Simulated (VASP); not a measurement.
# SiW6 in VASP: notebook

SiW6 is run at these levels: PBE+D3(BJ); tasks: single point.

Everything below comes from runs of VASP 6.6.1. Logs are shortened: lines on timing, memory, paths and dates and some standing lists are left out, and cuts for length are marked.

**1. The cell of the first run**

The cell holds a slab with vacuum, 7 atoms: a = 4.468 Å, b = 4.468 Å, c = 21.626 Å, α = 90.00°, β = 90.00°, γ = 120.00°.

**2. Single point, PBE+D3(BJ)**

INCAR

```
SYSTEM = SiW6
PREC = Accurate ; ENCUT = 520
EDIFF = 1E-6 ; ISMEAR = 0
SIGMA = 0.1 ; LREAL = .FALSE.
LASPH = .TRUE. ; NELM = 100
ALGO = Normal ; ISIF = 2
LWAVE = .FALSE. ; LCHARG = .TRUE.
LDIPOL = .TRUE. ; IDIPOL = 3
DIPOL = 0.5 0.5 0.318 ; GGA = PE
IVDW = 12 ; LELF = .TRUE.
LVHAR = .TRUE. ; LVACPOTAV = .TRUE.
NBANDS = 53
```

KPOINTS

```
Automatic mesh
0
G
  6 6 1
  0 0 0
```

POSCAR

```
SiW6
1.0
    4.4682526257      0.0000000000      0.0000000000
   -2.2341263128      3.8696202844      0.0000000000
    0.0000000000      0.0000000000     21.6259061357
W Si
6 1
Direct
    0.6666666667      0.3333333333      0.1849633479
    0.3333333333      0.6666666667      0.2271386095
    0.0000000000      0.0000000000      0.2693138710
    0.6666666667      0.3333333333      0.3085097946
    0.3333333333      0.6666666667      0.3483008428
    0.0000000000      0.0000000000      0.3849968683
    0.2222222222      0.4444444444      0.5005989607
```

Potentials or basis: VASP PAW PBE potentials, release 64 (W_sv, Si).

On the command line:

```bash
$ cat potpaw_PBE.64/W_sv/POTCAR potpaw_PBE.64/Si/POTCAR > POTCAR
$ mpirun -np 1 vasp_std > vasp.out
```

OUTCAR:

```text
SYSTEM = SiW6
   PREC = Accurate
   ENCUT = 520
   EDIFF = 1E-6
   ISMEAR = 0
   LREAL = .FALSE.
   LASPH = .TRUE.
   NELM = 100
   ISIF = 2
   GGA = PE
   IVDW = 12
 IVDW          = 12

 ion  position               nearest neighbor table
   1  0.667  0.333  0.185-   4 2.67   2 2.74   2 2.74   2 2.74   3 3.16   3 3.16   3 3.16
   2  0.333  0.667  0.227-   5 2.62   3 2.74   3 2.74   3 2.74   1 2.74   1 2.74   1 2.74   4 3.12
                             4 3.12   4 3.12
   3  0.000  0.000  0.269-   6 2.50   4 2.72   4 2.72   4 2.72   2 2.74   2 2.74   2 2.74   5 3.09
                             5 3.09   5 3.09   1 3.16   1 3.16   1 3.16
   4  0.667  0.333  0.309-   1 2.67   3 2.72   3 2.72   3 2.72   5 2.72   5 2.72   5 2.72   6 3.06
                             6 3.06   6 3.06   2 3.12   2 3.12   2 3.12
   5  0.333  0.667  0.348-   2 2.62   6 2.70   6 2.70   6 2.70   4 2.72   4 2.72   4 2.72   3 3.09
                             3 3.09   3 3.09
   6  0.000  0.000  0.385-   3 2.50   5 2.70   5 2.70   5 2.70   7 3.03   4 3.06   4 3.06   4 3.06

   7  0.222  0.444  0.501-   6 3.03

  LATTYP: Found a hexagonal cell.
 ALAT       =     4.4682526257
 C/A-ratio  =     4.8399022945

  Lattice vectors:

 A1 = (   4.4682526257,   0.0000000000,   0.0000000000)
 A2 = (  -2.2341263128,   3.8696202844,   0.0000000000)
 A3 = (   0.0000000000,   0.0000000000,  21.6259061357)

Analysis of symmetry for initial positions (statically):
=====================================================================
 Subroutine PRICEL returns:
 Original cell was already a primitive cell.

 Routine SETGRP: Setting up the symmetry group for a
 hexagonal supercell.

 Subroutine GETGRP returns: Found  2 space group operations
 (whereof  2 operations were pure point group operations)
 out of a pool of 24 trial point group operations.

The static configuration has the point symmetry C_1h.

Analysis of symmetry for dynamics (positions and initial velocities):
=====================================================================
 Subroutine PRICEL returns:
 Original cell was already a primitive cell.

 Routine SETGRP: Setting up the symmetry group for a
 hexagonal supercell.

 Subroutine GETGRP returns: Found  2 space group operations
 (whereof  2 operations were pure point group operations)
 out of a pool of 24 trial point group operations.

The dynamic configuration has the point symmetry C_1h.

 Subroutine INISYM returns: Found  2 space group operations
 (whereof  2 operations are pure point group operations),
 and found     1 'primitive' translations

----------------------------------------------------------------------------------------

                                     Primitive cell

  volume of cell :     373.9215

  direct lattice vectors                    reciprocal lattice vectors
     4.468252626  0.000000000  0.000000000     0.223801133  0.129211644  0.000000000
    -2.234126313  3.869620284  0.000000000     0.000000000  0.258423289  0.000000000
     0.000000000  0.000000000 21.625906136     0.000000000  0.000000000  0.046240837

  length of vectors
     4.468252626  4.468252626 21.625906136     0.258423289  0.258423289  0.046240837

  position of ions in fractional coordinates (direct lattice)
     0.666666667  0.333333333  0.184963348
     0.333333333  0.666666667  0.227138610
     0.000000000  0.000000000  0.269313871
     0.666666667  0.333333333  0.308509795
     0.333333333  0.666666667  0.348300843
     0.000000000  0.000000000  0.384996868
     0.222222222  0.444444444  0.500598961

  ion indices of the primitive-cell ions
   primitive index   ion index
                 1           1
                 2           2
                 3           3
                 4           4
                 5           5
                 6           6
                 7           7

----------------------------------------------------------------------------------------

 KPOINTS: Automatic mesh

Automatic generation of k-mesh.
 Grid dimensions read from file:
 generate k-points for:    6    6    1

 Generating k-lattice:

  Cartesian coordinates                     Fractional coordinates (reciprocal lattice)
     0.037300189  0.021535274  0.000000000     0.166666667  0.000000000  0.000000000
     0.000000000  0.043070548  0.000000000     0.000000000  0.166666667  0.000000000
     0.000000000  0.000000000  0.046240837     0.000000000  0.000000000  1.000000000

  Length of vectors
     0.043070548  0.043070548  0.046240837

  Shift w.r.t. Gamma in fractional coordinates (k-lattice)
     0.000000000  0.000000000  0.000000000

 Subroutine IBZKPT returns following result:
 ===========================================

 Found     13 irreducible k-points:

 Following reciprocal coordinates:
            Coordinates               Weight
  0.000000  0.000000  0.000000      1.000000
  0.166667 -0.000000  0.000000      4.000000
  0.000000  0.166667  0.000000      2.000000
  0.333333 -0.000000  0.000000      4.000000
  0.000000  0.333333  0.000000      2.000000
  0.500000 -0.000000  0.000000      2.000000
  0.000000  0.500000  0.000000      1.000000
  0.166667  0.166667  0.000000      4.000000
 -0.333333  0.166667  0.000000      2.000000
  0.333333  0.166667  0.000000      4.000000
 -0.166667  0.500000  0.000000      4.000000
  0.500000  0.333333  0.000000      4.000000
  0.333333  0.333333  0.000000      2.000000
   k-points           NKPTS =     13   k-points in BZ     NKDIM =     13   number of bands    NBANDS=     53
   number of dos      NEDOS =    301   number of ions     NIONS =      7
   total plane-waves  NPLWV = 209952
   dimension x,y,z NGX =    36 NGY =   36 NGZ =  162
   dimension x,y,z NGXF=    72 NGYF=   72 NGZF=  324
   ions per type =               6   1
   NGX,Y,Z   is equivalent  to a cutoff of  13.39, 13.39, 12.45 a.u.
   NGXF,Y,Z  is equivalent  to a cutoff of  26.79, 26.79, 24.91 a.u.
 SYSTEM =  SiW6
   PREC   = accura    normal or accurate (medium, high low for compatibility)
   ISTART =      0    job   : 0-new  1-cont  2-samecut
   ICHARG =      2    charge: 1-file 2-atom 10-const
   ISPIN  =      1    spin polarized calculation?
   LNONCOLLINEAR =      F non collinear calculations
   LSORBIT =      F    spin-orbit coupling
   LASPH  =      T    aspherical Exc in radial PAW
   ENCUT  =  520.0 eV  38.22 Ry    6.18 a.u.   8.31  8.31 40.21*2*pi/ulx,y,z
   NELM   =    100;   NELMIN=  2; NELMDL= -5     # of ELM steps
   EDIFF  = 0.1E-05   stopping-criterion for ELM
   LREAL  =      F    real-space projection
   EDIFFG = 0.1E-04   stopping-criterion for IOM
   NSW    =      0    number of steps for IOM
   IBRION =     -1    ionic relax: 0-MD 1-quasi-New 2-CG
   NFREE  =      0    steps in history (QN), initial steepest desc. (CG)
   ISIF   =      2    stress and relaxation
   ISYM   =      2    0-nonsym 1-usesym 2-fastsym
   POTIM  = 0.5000    time-step for ionic-motion
   TEBEG  =    0.0;   TEEND  =   0.0 temperature during run
   PSTRESS=    0.0 pullay stress
   NELECT =      88.0000    total number of electrons
   NUPDOWN=      -1.0000    fix difference up-down
   EMIN   =  10.00;   EMAX   =-10.00  energy-range for DOS
   EFERMI =   0.00;   METHOD = LEGACY
   ISMEAR =     0;   SIGMA  =   0.10  broadening in eV -4-tet -1-fermi 0-gaus
   EFERMI_NEDOS =   21; number of points for ismear=-14 and -15
   IALGO  =     38    algorithm
   IMIX   =      4    mixing-type and parameters
     AMIX     =   0.40;   BMIX     =  1.00
     AMIX_MAG =   1.60;   BMIX_MAG =  1.00
  volume/ion in A,a.u.               =      53.42       360.48
  Fermi-wavevector in a.u.,A,eV,Ry     =   1.010747  1.910034 13.899828  1.021609
  Thomas-Fermi vector in A             =   2.143754
   LORBIT       =      0    0 simple, 1 ext, 2 COOP (PROOUT), +10 PAW based schemes
   GGA     = PE    functional components
   LHFCALC =     F    Hartree Fock is set to
   AEXX    =    0.0000 exact exchange contribution
   IVDW    =    12    specifies the selected vdW correction
   LEPSILON=     F    determine dielectric tensor
   LRPA    =     F    only Hartree local field effects (RPA)
 non-spin polarized calculation
 Gauss-broadening in eV      SIGMA  =   0.10
  energy-cutoff  :      520.00
  volume of cell :      373.92
 maximum number of plane-waves:     10113
 NGX is ok and might be reduce to    36
   NGX = 17   NGY = 17   NGZ = 81

 dipolmoment           0.000000      0.000000     -0.331241 electrons x Angstroem

 number of electron      88.0000001 magnetization

 dipolmoment           0.000000      0.000000      0.084190 electrons x Angstroem

 Free energy of the ion-electron system (eV)
  ---------------------------------------------------
  ext. energy  EPLUGINS =         0.00000000
  ---------------------------------------------------
  free energy    TOTEN  =       -73.31860928 eV

  energy without entropy =      -73.27619038  energy(sigma->0) =      -73.29739983

 E-fermi :   0.2573     XC(G=0):  -5.3041

 val. band max:        0.2317733268   @ k =  -0.3333   0.1667   0.0000
 cond. band min:       0.2595594929   @ k =   0.1667   0.1667   0.0000
 fundamental gap:      0.0277861661
 Fermi energy:         0.2573307441

 k-point     1 :       0.0000    0.0000    0.0000
  band No.  band energies     occupation
      1     -73.7521      2.00000
      2     -73.6343      2.00000
      3     -73.6187      2.00000
      4     -73.5340      2.00000
      5     -73.4416      2.00000
      6     -73.3765      2.00000
[... 45 lines left out ...]
     52       2.7290      0.00000
     53       2.7622      0.00000

 k-point     2 :       0.1667   -0.0000    0.0000
  band No.  band energies     occupation
      1     -73.7434      2.00000
      2     -73.6395      2.00000
      3     -73.6169      2.00000
      4     -73.5298      2.00000
      5     -73.4477      2.00000
      6     -73.3803      2.00000
[... 45 lines left out ...]
     52       2.5172      0.00000
     53       2.7074      0.00000

 k-point     3 :       0.0000    0.1667    0.0000
  band No.  band energies     occupation
      1     -73.7434      2.00000
      2     -73.6395      2.00000
      3     -73.6169      2.00000
      4     -73.5298      2.00000
      5     -73.4477      2.00000
      6     -73.3803      2.00000
[... 45 lines left out ...]
     52       2.6482      0.00000
     53       2.6686      0.00000
[... 449 lines left out ...]
 k-point    12 :       0.5000    0.3333    0.0000
  band No.  band energies     occupation
      1     -73.7076      2.00000
      2     -73.6635      2.00000
      3     -73.6114      2.00000
      4     -73.5097      2.00000
      5     -73.4739      2.00000
      6     -73.3923      2.00000
[... 45 lines left out ...]
     52       2.2429      0.00000
     53       2.4409      0.00000

 k-point    13 :       0.3333    0.3333    0.0000
  band No.  band energies     occupation
      1     -73.6979      2.00000
      2     -73.6707      2.00000
      3     -73.6105      2.00000
      4     -73.5022      2.00000
      5     -73.4827      2.00000
      6     -73.3944      2.00000
[... 45 lines left out ...]
     52       1.9452      0.00000
     53       2.1773      0.00000

------------------------ aborting loop because EDIFF is reached ----------------------------------------

 Edisp (eV)   -2.86020

 E8    (eV) :    -1.5006

  FORCE on cell =-STRESS in cart. coord.  units (eV):
  Direction    XX          YY          ZZ          XY          YZ          ZX
  --------------------------------------------------------------------------------------
  -------------------------------------------------------------------------------------
  Total      -7.79163    -8.55708    -7.73243    -0.00000     0.07240     0.00000
  in kB     -33.38553   -36.66536   -33.13190    -0.00000     0.31022     0.00000
  external pressure =      -34.39 kB  Pullay stress =        0.00 kB

 VOLUME and BASIS-vectors are now :
 -----------------------------------------------------------------------------
  energy-cutoff  :      520.00
  volume of cell :      373.92
      direct lattice vectors                 reciprocal lattice vectors
     4.468252626  0.000000000  0.000000000     0.223801133  0.129211644  0.000000000
    -2.234126313  3.869620284  0.000000000     0.000000000  0.258423289  0.000000000
     0.000000000  0.000000000 21.625906136     0.000000000  0.000000000  0.046240837

 POSITION                                       TOTAL-FORCE (eV/Angst)
 -----------------------------------------------------------------------------------
      2.23413      1.28987      4.00000         0.000000      0.076589      2.112152
     -0.00000      2.57975      4.91208        -0.000000     -0.055980     -0.841308
      0.00000      0.00000      5.82416         0.000000      0.091254     -1.720306
      2.23413      1.28987      6.67180        -0.000000     -0.329807     -0.373204
     -0.00000      2.57975      7.53232        -0.000000     -0.339084      1.220757
      0.00000      0.00000      8.32591         0.000000      0.706487      1.731472
      0.00000      1.71983     10.82591        -0.000000     -0.149458     -2.129562
 -----------------------------------------------------------------------------------
    total drift:                               -0.000000      0.000070     -0.000729

  FREE ENERGIE OF THE ION-ELECTRON SYSTEM (eV)
  ---------------------------------------------------
  free  energy   TOTEN  =       -76.1788106561 eV

  energy  without entropy=      -76.1363917500  energy(sigma->0) =      -76.15760120

 vacuum level on the upper side and lower side of the slab         5.060         4.179
```

Run time: 20 min. Hardware: 1 thread of Intel Xeon 8259CL, shared host; peak memory 0.59 GiB.

Results:

```
Free energy                : -76.1788 eV
Largest force              : 2.135 eV/Å
Band gap on the k mesh     : zero (bands 44 and 45 overlap by 0.39 eV)
Dispersion energy per atom : -0.409 eV
```

Forces in eV/Å, atoms in the order of the input:
```
W    0.000  0.077  2.112
W    0.000 -0.056 -0.841
W    0.000  0.091 -1.720
W    0.000 -0.330 -0.373
W    0.000 -0.339  1.221
W    0.000  0.706  1.731
Si   0.000 -0.149 -2.130
```

Levels at points of the mesh, in eV from the Fermi level:
```tsv
k point	band 42	band 43	band 44	band 45	band 46	band 47
(0.00, 0.00, 0.00)	-1.08	-0.87	-0.44	0.78	1.37	1.58
(0.50, 0.00, 0.00)	-0.64	-0.29	0.09	0.25	0.32	0.76
(0.00, 0.50, 0.00)	-0.76	-0.33	0.04	0.12	0.25	0.72
```

Caveat: spin-orbit coupling is left out, which moves the levels of the heavy elements.

(Continued in part 2 of 2.)
